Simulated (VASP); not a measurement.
# Ga8AsP6 (a cell with a defect): single point with PBE

System: Ga8AsP6 (a cell with a defect).

```
Ga As P
1.0
    -5.50512    5.50512    0.00000
    -5.50512    0.00000    5.50512
     0.00000    5.50512    5.50512
Ga As P
8 1 6
Cartesian
  -10.7127 7.9601 8.1514
  -8.5552 5.8027 8.1514
  -8.0855 8.4299 5.2959
  -11.1824 5.3329 5.2959
  -5.5477 5.4625 5.6059
  -8.2151 2.7952 5.6059
  -8.2867 5.5341 2.7944
  -5.4761 2.7236 2.7944
  -6.8814 4.1288 7.1221
  -6.8269 6.8417 4.1404
  -9.5943 9.5794 9.6455
  -4.1685 4.1834 4.1404
  -6.9359 6.9211 9.6455
  -6.8814 9.6340 6.9255
  -4.1288 6.8814 6.8960
```

This cell differs from its parent crystal: atoms taken out, then relaxed in part.

* Program: VASP 6.6.1
* Task: single point
* Functional: PBE
* Potentials or basis: VASP PAW PBE potentials, release 64 (Ga_d, As, P)
* Cutoff: 520 eV
* k mesh: 2 × 2 × 2
* Occupations: gaussian, width 0.02 eV
* Spin: no spin polarisation
* Dipole correction: no
* Further INCAR settings: LREAL = Auto; ALGO = Normal; EDIFF = 1e-07; NBANDS = 82

```
Pressure               : 0.2 GPa
Largest force          : 0.031 eV/Å
Band gap on the k mesh : zero (an odd number of electrons rules out a gap without spin polarisation)
```

Forces in eV/Å, atoms in the order of the input:
```
Ga   0.003 -0.003  0.001
Ga  -0.003  0.003  0.001
Ga   0.001  0.001  0.000
Ga  -0.001 -0.001  0.000
Ga   0.014  0.014 -0.019
Ga  -0.014 -0.014 -0.019
Ga   0.003 -0.003 -0.001
Ga  -0.003  0.003 -0.001
As   0.000  0.000  0.031
P   -0.003 -0.001 -0.002
P    0.001  0.003 -0.002
P   -0.001 -0.003 -0.002
P    0.003  0.001 -0.002
P    0.000  0.000  0.003
P    0.000  0.000  0.013
```

Stress tensor (GPa, compression positive):
```
0.08 1.41 0.00
1.41 0.08 0.00
0.00 0.00 0.49
```

Levels at points of the mesh, in eV from the Fermi level:
```
           k point  band 66  band 67  band 68  band 69  band 70  band 71  band 72  band 73
(0.00, 0.00, 0.00)    -0.81    -0.32    -0.14    -0.13     1.12     1.52     1.56     1.56
(0.50, 0.00, 0.00)    -1.25    -0.93    -0.45    -0.37    -0.21     1.87     2.06     2.10
(0.00, 0.50, 0.00)    -1.05    -0.78    -0.75    -0.64     0.57     1.65     2.17     2.26
(0.50, 0.50, 0.00)    -1.44    -0.84    -0.74    -0.47    -0.36     2.04     2.05     2.24
(0.00, 0.50, 0.50)    -1.33    -1.05    -1.04    -0.99     0.24     2.06     2.14     2.15
```

Wall time 4.4 min on 1 thread of AMD EPYC 7R13 Processor (Zen 3) (shared host), peak memory 0.49 GiB.

Caveat: the k points lie up to 0.49 Å⁻¹ apart, too coarse for converged energies and pressures of a metal; the cell differs from its parent crystal (atoms taken out, then relaxed in part).
